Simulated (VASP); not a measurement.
# V (Fm-3m) in VASP: a series of runs, part 2 of 2

VASP 6.6.1.

**4. Single point, PBE, collinear spin, ferromagnetic start (12.79 Å³/atom)**

This run uses another cell than the first one, of 12.79 Å³/atom.

Input file INCAR:

```
SYSTEM = V
  ALGO = Normal
  EDIFF = 1E-6
  ENCUT = 520
  GGA = PE
  ISIF = 2
  ISMEAR = -1
  ISPIN = 2
  LASPH = .TRUE.
  LCHARG = .FALSE.
  LMAXMIX = 4
  LORBIT = 11
  LREAL = .FALSE.
  LWAVE = .FALSE.
  MAGMOM = 1
  NBANDS = 16
  NELM = 150
  PREC = Accurate
  SIGMA = 0.05
```

Input file KPOINTS:

```
k-points
0
G
  23 23 23
  0 0 0
```

Input file POSCAR:

```
V
1.0
    0.0000000000      1.8562544844      1.8562544844
    1.8562544844      0.0000000000      1.8562544844
    1.8562544844      1.8562544844      0.0000000000
V
1
Direct
    0.0000000000      0.0000000000      0.0000000000
```

Potentials or basis: VASP PAW PBE potentials, release 64 (V_sv).

On the command line:

```console
cat potpaw_PBE.64/V_sv/POTCAR > POTCAR
mpirun -np 1 vasp_std > vasp.out
```

OUTCAR:

```text
SYSTEM = V
   EDIFF = 1E-6
   ENCUT = 520
   GGA = PE
   ISIF = 2
   ISMEAR = -1
   ISPIN = 2
   LASPH = .TRUE.
   LORBIT = 11
   LREAL = .FALSE.
   NELM = 150
   PREC = Accurate

 ion  position               nearest neighbor table
   1  0.000  0.000  0.000-

  LATTYP: Found a face centered cubic cell.
 ALAT       =     3.7125089688

  Lattice vectors:

 A1 = (   0.0000000000,   1.8562544844,   1.8562544844)
 A2 = (   1.8562544844,   0.0000000000,   1.8562544844)
 A3 = (   1.8562544844,   1.8562544844,   0.0000000000)

Analysis of symmetry for initial positions (statically):
=====================================================================
 Subroutine PRICEL returns:
 Original cell was already a primitive cell.

 Routine SETGRP: Setting up the symmetry group for a
 face centered cubic supercell.

 Subroutine GETGRP returns: Found 48 space group operations
 (whereof 48 operations were pure point group operations)
 out of a pool of 48 trial point group operations.

The static configuration has the point symmetry O_h .

Analysis of symmetry for dynamics (positions and initial velocities):
[... 634 lines left out ...]
     15      37.7879      0.00000
     16      37.9028      0.00000

 [... further k-points ...]

 spin component 2

 k-point     1 :       0.0000    0.0000    0.0000
  band No.  band energies     occupation
      1     -53.2934      1.00000
      2     -26.5128      1.00000
      3     -26.5128      1.00000
      4     -26.5128      1.00000
      5       3.6782      1.00000
      6      10.8645      0.04705
[... 435 lines left out ...]
      5       7.1814      1.00000
      6      10.6304      0.84185
[... 8 lines left out ...]
     15      37.7894      0.00000
     16      37.9043      0.00000

 [... further k-points ...]

------------------------ aborting loop because EDIFF is reached ----------------------------------------

  FORCE on cell =-STRESS in cart. coord.  units (eV):
  Direction    XX          YY          ZZ          XY          YZ          ZX
  --------------------------------------------------------------------------------------
  -------------------------------------------------------------------------------------
  Total        1.3914476      1.3914476      1.3914476     -0.0000000      0.0000000      0.0000000
  in kB      174.2749189    174.2749189    174.2749189     -0.0000000      0.0000000      0.0000000
  external PRESSURE =     174.2749189 kB  Pullay stress =       0.0000000 kB

 VOLUME and BASIS-vectors are now :
 -----------------------------------------------------------------------------
  energy-cutoff  :      520.00
  volume of cell :       12.79
      direct lattice vectors                 reciprocal lattice vectors
     0.000000000  1.856254484  1.856254484    -0.269359619  0.269359619  0.269359619
     1.856254484  0.000000000  1.856254484     0.269359619 -0.269359619  0.269359619
     1.856254484  1.856254484  0.000000000     0.269359619  0.269359619 -0.269359619

 POSITION                                       TOTAL-FORCE (eV/Angst)
 -----------------------------------------------------------------------------------
      0.00000      0.00000      0.00000         0.000000      0.000000      0.000000
 -----------------------------------------------------------------------------------
    total drift:                                0.000000      0.000000      0.000000

  FREE ENERGIE OF THE ION-ELECTRON SYSTEM (eV)
  ---------------------------------------------------
  free  energy   TOTEN  =        -8.6990910077 eV

  energy  without entropy=       -8.6862621489  energy(sigma->0) =       -8.69267658

 total charge

# of ion       s       p       d       tot
------------------------------------------
    1        2.367   6.253   3.118  11.738

 magnetization (x)

# of ion       s       p       d       tot
------------------------------------------
    1        0.000   0.000   0.001   0.001
```

OSZICAR:

```text
N       E                     dE             d eps       ncg     rms          rms(c)
DAV:   1     0.916064767478E+02    0.91606E+02   -0.67364E+03 23576   0.938E+02
DAV:   2    -0.834730487822E+01   -0.99954E+02   -0.95924E+02 25824   0.272E+02
DAV:   3    -0.983429248237E+01   -0.14870E+01   -0.14852E+01 26392   0.360E+01
DAV:   4    -0.983970457167E+01   -0.54121E-02   -0.54120E-02 28128   0.228E+00
DAV:   5    -0.983974878184E+01   -0.44210E-04   -0.44210E-04 26752   0.192E-01    0.197E+01
DAV:   6    -0.872220609667E+01    0.11175E+01   -0.15910E+00 23792   0.205E+01    0.275E+00
DAV:   7    -0.870445248467E+01    0.17754E-01   -0.35565E-02 26840   0.215E+00    0.151E+00
DAV:   8    -0.870094610754E+01    0.35064E-02   -0.45271E-03 24496   0.744E-01    0.953E-01
DAV:   9    -0.869875949508E+01    0.21866E-02   -0.15600E-03 27376   0.461E-01    0.209E-01
DAV:  10    -0.869907712639E+01   -0.31763E-03   -0.28044E-04 25640   0.189E-01    0.321E-02
DAV:  11    -0.869909075189E+01   -0.13625E-04   -0.95745E-06 25096   0.319E-02    0.121E-02
DAV:  12    -0.869909100767E+01   -0.25579E-06   -0.22578E-06 25544   0.181E-02
   1 F= -.86990910E+01 E0= -.86926766E+01  d E =-.128289E-01  mag=     0.0007
```

stdout:

```text
POSCAR found type information on POSCAR V
 POSCAR found :  1 types and       1 ions
 scaLAPACK will be used
 LDA part: xc-table for (Slater+PW92), standard interpolation
 POSCAR, INCAR and KPOINTS ok, starting setup
 FFT: planning ... GRIDC
 FFT: planning ... GRID_SOFT
 FFT: planning ... GRID
 WAVECAR not read
 entering main loop
```

Wall time 48 s (1 thread of Intel Xeon 6975P-C (Granite Rapids), shared host); peak memory 0.22 GiB.

Results:

- Free energy: -8.6991 eV
- Pressure: 17.4 GPa
- Net moment: 0.00 μB per cell
- Valence electrons inside the program's atomic spheres: V 11.74

Levels at points of the mesh, in eV from the Fermi level:
Spin up:
```
           k point  band 4  band 5  band 6  band 7  band 8  band 9
(0.00, 0.00, 0.00)  -37.23   -7.04    0.15    0.15    0.15    2.10
```
Spin down:
| k point | band 4 | band 5 | band 6 | band 7 | band 8 | band 9 |
| --- | --- | --- | --- | --- | --- | --- |
| (0.00, 0.00, 0.00) | -37.23 | -7.04 | 0.15 | 0.15 | 0.15 | 2.10 |

Caveat: the cell stands under pressure.

**5. Single point, PBE, collinear spin, ferromagnetic start (13.35 Å³/atom)**

This run uses another cell than the first one, of 13.35 Å³/atom.

Input file INCAR:

```
PREC     = Accurate       # precision mode
ENCUT    = 520            # plane-wave cutoff, eV
EDIFF    = 1E-6           # SCF threshold, eV
ISMEAR   = -1             # smearing method
SIGMA    = 0.05           # smearing width, eV
LREAL    = False          # projectors in reciprocal space
LASPH    = True           # aspherical terms in the spheres
NELM     = 150            # most SCF steps
ALGO     = Normal         # electronic algorithm
ISIF     = 2              # what is computed and relaxed
LWAVE    = False          # write WAVECAR
LCHARG   = False          # write CHGCAR
ISPIN    = 2              # spin polarisation
MAGMOM   = 1              # initial moments
LORBIT   = 11             # projections on sites
LMAXMIX  = 4              # l up to which the mixer works
GGA      = PE             # functional
NBANDS   = 16             # bands
```

Input file KPOINTS:

```
Automatic mesh
0
Gamma
  23 23 23
```

Input file POSCAR:

```
V
1.0
    0.0000000000      1.8827759888      1.8827759888
    1.8827759888      0.0000000000      1.8827759888
    1.8827759888      1.8827759888      0.0000000000
V
1
Direct
    0.0000000000      0.0000000000      0.0000000000
```

Potentials or basis: VASP PAW PBE potentials, release 64 (V_sv).

On the command line:

```console
cat potpaw_PBE.64/V_sv/POTCAR > POTCAR
mpirun -np 1 vasp_std > vasp.out
```

OUTCAR:

```text
PREC = Accurate
   ENCUT = 520
   EDIFF = 1E-6
   ISMEAR = -1
   LREAL = False
   LASPH = True
   NELM = 150
   ISIF = 2
   ISPIN = 2
   LORBIT = 11
   GGA = PE

 ion  position               nearest neighbor table
   1  0.000  0.000  0.000-

  LATTYP: Found a face centered cubic cell.
 ALAT       =     3.7655519776

  Lattice vectors:

 A1 = (   0.0000000000,   1.8827759888,   1.8827759888)
 A2 = (   1.8827759888,   0.0000000000,   1.8827759888)
 A3 = (   1.8827759888,   1.8827759888,   0.0000000000)

Analysis of symmetry for initial positions (statically):
=====================================================================
 Subroutine PRICEL returns:
 Original cell was already a primitive cell.

 Routine SETGRP: Setting up the symmetry group for a
 face centered cubic supercell.

 Subroutine GETGRP returns: Found 48 space group operations
 (whereof 48 operations were pure point group operations)
 out of a pool of 48 trial point group operations.

The static configuration has the point symmetry O_h .

Analysis of symmetry for dynamics (positions and initial velocities):
=====================================================================
 Subroutine PRICEL returns:
 Original cell was already a primitive cell.

 Routine SETGRP: Setting up the symmetry group for a
 face centered cubic supercell.

 Subroutine GETGRP returns: Found 48 space group operations
 (whereof 48 operations were pure point group operations)
 out of a pool of 48 trial point group operations.

The dynamic configuration has the point symmetry O_h .

Analysis of structural, dynamic, and magnetic symmetry:
=====================================================================
 Subroutine PRICEL returns:
 Original cell was already a primitive cell.

 Routine SETGRP: Setting up the symmetry group for a
 face centered cubic supercell.

 Subroutine GETGRP returns: Found 48 space group operations
 (whereof 48 operations were pure point group operations)
 out of a pool of 48 trial point group operations.

The overall configuration has the point symmetry O_h .

 Subroutine INISYM returns: Found 48 space group operations
 (whereof 48 operations are pure point group operations),
 and found     1 'primitive' translations

----------------------------------------------------------------------------------------

                                     Primitive cell

  volume of cell :      13.3483

  direct lattice vectors                    reciprocal lattice vectors
     0.000000000  1.882775989  1.882775989    -0.265565316  0.265565316  0.265565316
     1.882775989  0.000000000  1.882775989     0.265565316 -0.265565316  0.265565316
     1.882775989  1.882775989  0.000000000     0.265565316  0.265565316 -0.265565316

  length of vectors
     2.662647338  2.662647338  2.662647338     0.459972620  0.459972620  0.459972620

  position of ions in fractional coordinates (direct lattice)
     0.000000000  0.000000000  0.000000000

  ion indices of the primitive-cell ions
   primitive index   ion index
                 1           1

----------------------------------------------------------------------------------------

 KPOINTS: Automatic mesh

Automatic generation of k-mesh.
 Grid dimensions read from file:
[... 47 lines left out ...]
   k-points           NKPTS =    364   k-points in BZ     NKDIM =    364   number of bands    NBANDS=     16
   number of dos      NEDOS =    301   number of ions     NIONS =      1
   total plane-waves  NPLWV =   8000
   dimension x,y,z NGX =    20 NGY =   20 NGZ =   20
   dimension x,y,z NGXF=    40 NGYF=   40 NGZF=   40
   ions per type =               1
   NGX,Y,Z   is equivalent  to a cutoff of  12.49, 12.49, 12.49 a.u.
   NGXF,Y,Z  is equivalent  to a cutoff of  24.97, 24.97, 24.97 a.u.
 SYSTEM =  unknown system
   PREC   = accura    normal or accurate (medium, high low for compatibility)
   ISTART =      0    job   : 0-new  1-cont  2-samecut
   ICHARG =      2    charge: 1-file 2-atom 10-const
   ISPIN  =      2    spin polarized calculation?
   LNONCOLLINEAR =      F non collinear calculations
   LSORBIT =      F    spin-orbit coupling
   LASPH  =      T    aspherical Exc in radial PAW
   ENCUT  =  520.0 eV  38.22 Ry    6.18 a.u.   4.95  4.95  4.95*2*pi/ulx,y,z
   NELM   =    150;   NELMIN=  2; NELMDL= -5     # of ELM steps
   EDIFF  = 0.1E-05   stopping-criterion for ELM
   LREAL  =      F    real-space projection
   EDIFFG = 0.1E-04   stopping-criterion for IOM
   NSW    =      0    number of steps for IOM
   IBRION =     -1    ionic relax: 0-MD 1-quasi-New 2-CG
   NFREE  =      0    steps in history (QN), initial steepest desc. (CG)
   ISIF   =      2    stress and relaxation
   ISYM   =      2    0-nonsym 1-usesym 2-fastsym
   POTIM  = 0.5000    time-step for ionic-motion
   TEBEG  =    0.0;   TEEND  =   0.0 temperature during run
   PSTRESS=    0.0 pullay stress
   NELECT =      13.0000    total number of electrons
   NUPDOWN=      -1.0000    fix difference up-down
   EMIN   =  10.00;   EMAX   =-10.00  energy-range for DOS
   EFERMI =   0.00;   METHOD = LEGACY
   ISMEAR =    -1;   SIGMA  =   0.05  broadening in eV -4-tet -1-fermi 0-gaus
   EFERMI_NEDOS =   21; number of points for ismear=-14 and -15
   IALGO  =     38    algorithm
   IMIX   =      4    mixing-type and parameters
     AMIX     =   0.40;   BMIX     =  1.00
     AMIX_MAG =   1.60;   BMIX_MAG =  1.00
  volume/ion in A,a.u.               =      13.35        90.08
  Fermi-wavevector in a.u.,A,eV,Ry     =   1.622734  3.066522 35.827748  2.633265
  Thomas-Fermi vector in A             =   2.716299
   LORBIT       =     11    0 simple, 1 ext, 2 COOP (PROOUT), +10 PAW based schemes
   GGA     = PE    functional components
   LHFCALC =     F    Hartree Fock is set to
   AEXX    =    0.0000 exact exchange contribution
   IVDW    =     0    specifies the selected vdW correction
   LEPSILON=     F    determine dielectric tensor
   LRPA    =     F    only Hartree local field effects (RPA)
 spin polarized calculation
  energy-cutoff  :      520.00
  volume of cell :       13.35
 maximum number of plane-waves:       370
   NGX =  9   NGY =  9   NGZ =  9

 number of electron      13.0000009 magnetization      -0.0016303

 number of electron      13.0000009 magnetization       0.0018353

 Free energy of the ion-electron system (eV)
  ---------------------------------------------------
  ext. energy  EPLUGINS =         0.00000000
  ---------------------------------------------------
  free energy    TOTEN  =        -8.74292361 eV

  energy without entropy =       -8.72939124  energy(sigma->0) =       -8.73615742

 E-fermi :  10.1486     XC(G=0): -12.9563

 val. band max:       10.1470509296   @ k =  -0.4783   0.1739   0.0000
 cond. band min:      10.1530061688   @ k =   0.0870   0.0000   0.0000
 fundamental gap:      0.0059552393
 Fermi energy:        10.1486063656

 spin component 1

 k-point     1 :       0.0000    0.0000    0.0000
  band No.  band energies     occupation
      1     -53.8918      1.00000
      2     -27.1860      1.00000
      3     -27.1860      1.00000
      4     -27.1860      1.00000
      5       3.2168      1.00000
      6      10.3082      0.03951
[... 435 lines left out ...]
      5       6.7565      1.00000
      6      10.0893      0.76593
[... 8 lines left out ...]
     15      36.4254      0.00000
     16      36.5463      0.00000

 [... further k-points ...]

 spin component 2

 k-point     1 :       0.0000    0.0000    0.0000
  band No.  band energies     occupation
      1     -53.8902      1.00000
      2     -27.1844      1.00000
      3     -27.1844      1.00000
      4     -27.1844      1.00000
      5       3.2179      1.00000
      6      10.3095      0.03849
[... 435 lines left out ...]
      5       6.7578      1.00000
      6      10.0907      0.76104
[... 8 lines left out ...]
     15      36.4268      0.00000
     16      36.5476      0.00000

 [... further k-points ...]
[... 5 lines left out ...]
  --------------------------------------------------------------------------------------
  -------------------------------------------------------------------------------------
  Total        0.6610601      0.6610601      0.6610601     -0.0000000     -0.0000000      0.0000000
  in kB       79.3461043     79.3461043     79.3461043     -0.0000000     -0.0000000      0.0000000
  external PRESSURE =      79.3461043 kB  Pullay stress =       0.0000000 kB

 VOLUME and BASIS-vectors are now :
 -----------------------------------------------------------------------------
  energy-cutoff  :      520.00
  volume of cell :       13.35
      direct lattice vectors                 reciprocal lattice vectors
     0.000000000  1.882775989  1.882775989    -0.265565316  0.265565316  0.265565316
     1.882775989  0.000000000  1.882775989     0.265565316 -0.265565316  0.265565316
     1.882775989  1.882775989  0.000000000     0.265565316  0.265565316 -0.265565316

 POSITION                                       TOTAL-FORCE (eV/Angst)
 -----------------------------------------------------------------------------------
      0.00000      0.00000      0.00000         0.000000      0.000000      0.000000
 -----------------------------------------------------------------------------------
    total drift:                                0.000000     -0.000000      0.000000

  FREE ENERGIE OF THE ION-ELECTRON SYSTEM (eV)
  ---------------------------------------------------
  free  energy   TOTEN  =        -8.7429236059 eV

  energy  without entropy=       -8.7293912358  energy(sigma->0) =       -8.73615742

 total charge

# of ion       s       p       d       tot
------------------------------------------
    1        2.353   6.238   3.068  11.659

 magnetization (x)

# of ion       s       p       d       tot
------------------------------------------
    1        0.000   0.000   0.001   0.001
```

It took 49 s on 1 thread of Intel Xeon 6975P-C (Granite Rapids), shared host; peak memory 0.22 GiB.

Results:

```
Free energy                                           : -8.7429 eV
Pressure                                              : 7.9 GPa
Net moment                                            : 0.00 μB per cell
Valence electrons inside the program's atomic spheres : V 11.66
```

Caveat: the cell stands under pressure.

**6. Single point, PBE, collinear spin, ferromagnetic start**

This run uses another cell than the first one, of 13.90 Å³/atom.

Input file INCAR:

```
PREC = Accurate
ENCUT = 520
EDIFF = 1E-6
ISMEAR = -1
SIGMA = 0.05
LREAL = False
LASPH = True
NELM = 150
ALGO = Normal
ISIF = 2
LWAVE = False
LCHARG = True
ISPIN = 2
MAGMOM = 1
LORBIT = 11
LMAXMIX = 4
GGA = PE
LELF = True
LVHAR = True
NBANDS = 16
```

KPOINTS is that of step 5.

Input file POSCAR:

```
V
1.0
    0.0000000000      1.9085706461      1.9085706461
    1.9085706461      0.0000000000      1.9085706461
    1.9085706461      1.9085706461      0.0000000000
V
1
Direct
    0.0000000000      0.0000000000      0.0000000000
```

Potentials or basis: VASP PAW PBE potentials, release 64 (V_sv).

On the command line:

```console
cat potpaw_PBE.64/V_sv/POTCAR > POTCAR
mpirun -np 1 vasp_std > vasp.out
```

Run time: 55 s. Hardware: 1 thread of Intel Xeon 6975P-C (Granite Rapids), shared host; peak memory 0.22 GiB.

Results (log left out):

- Free energy: -8.7568 eV
- Pressure: 0.1 GPa
- Net moment: 0.00 μB per cell
- Valence electrons inside the program's atomic spheres: V 11.59

Levels at points of the mesh, in eV from the Fermi level:
Spin up:
| k point | band 2 | band 3 | band 4 | band 5 | band 6 | band 7 | band 8 | band 9 | band 10 | band 11 |
| --- | --- | --- | --- | --- | --- | --- | --- | --- | --- | --- |
| (0.00, 0.00, 0.00) | -37.43 | -37.43 | -37.43 | -6.82 | 0.17 | 0.17 | 0.17 | 1.90 | 1.90 | 17.63 |
Spin down:
| k point | band 4 | band 5 | band 6 | band 7 | band 8 | band 9 |
| --- | --- | --- | --- | --- | --- | --- |
| (0.00, 0.00, 0.00) | -37.43 | -6.82 | 0.17 | 0.17 | 0.17 | 1.90 |

**7. The runs side by side**

| task | cell | k mesh | cutoff (eV) | gap on the mesh (eV) | pressure (GPa) | moment (μB) |
| --- | --- | --- | --- | --- | --- | --- |
| relaxation of cell and atoms | relaxed from a = 2.694 Å, angles 60.0°, 1 atom | 14 × 14 × 14 | 600 | none | 0.0 | 0.00 |
| single point | a = 2.587 Å, angles 60.0°, 1 atom | 23 × 23 × 23 | 520 | none | 29.0 | 0.00 |
| single point | a = 2.625 Å, angles 60.0°, 1 atom | 23 × 23 × 23 | 520 | none | 17.4 | 0.00 |
| single point | a = 2.663 Å, angles 60.0°, 1 atom | 23 × 23 × 23 | 520 | none | 7.9 | 0.00 |
| single point | a = 2.699 Å, angles 60.0°, 1 atom | 23 × 23 × 23 | 520 | none | 0.1 | 0.00 |

Alike in all rows: level PBE; potentials or basis VASP PAW PBE potentials, release 64 (V_sv); spin collinear, ferromagnetic start; smearing fermi-dirac 0.05 eV.

Caveats: the cell stands under pressure (at least some runs).

Absolute energies hang on the potentials; compare differences alone.
